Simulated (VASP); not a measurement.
Write the native input for VASP 6.6.1 that does the following.

```
Task                   : electric field gradients
Functional             : LDA
Potentials or basis    : VASP PAW LDA potentials, release 64 (Li_sv)
Cutoff                 : 520 eV
k mesh                 : 12 × 12 × 12
Occupations            : fermi-dirac, width 0.08 eV
Spin                   : no spin polarisation
Dipole correction      : no
Further INCAR settings : ALGO = Normal; EDIFF = 1e-08; NBANDS = 12
```

The structure of Li lies in POSCAR:

```
Li
1.0
    1.5607674700      0.9011095189      7.6385551070
   -1.5607674700      0.9011095189      7.6385551070
    0.0000000000     -1.8022190380      7.6385551070
Li
3
Direct
    0.0000000000      0.0000000000      0.0000000000
    0.2220000000      0.2220000000      0.2220000000
    0.7780000000      0.7780000000      0.7780000000
```

The input as run:

INCAR

```
PREC = Accurate ; ENCUT = 520
EDIFF = 1E-8 ; ISMEAR = -1
SIGMA = 0.08 ; LREAL = F
LASPH = T ; NELM = 60
ALGO = Normal ; ISIF = 2
LWAVE = F ; LCHARG = F
LEFG = T ; NBANDS = 12
```

KPOINTS

```
Automatic mesh
0
Gamma
  12 12 12
```

Potentials or basis: VASP PAW LDA potentials, release 64 (Li_sv).

Run with:

```console
$ cat potpaw_LDA.64/Li_sv/POTCAR > POTCAR
$ mpirun -np 1 vasp_std > vasp.out
```

Results of the run:

```
Largest force                           : 0.008 eV/Å
Band gap on the k mesh                  : zero (an odd number of electrons rules out a gap without spin polarisation)
Largest electric field gradient by atom : Li +0.05, +0.06 (each value once) V/Å²
```

Caveat: without QUAD_EFG the Cq values of the log hold for a quadrupole moment of 1 mb, not for the nuclei.

Run time: 30 min on 1 thread of AMD EPYC 7571, with other jobs on the host, peak memory 0.35 GiB.
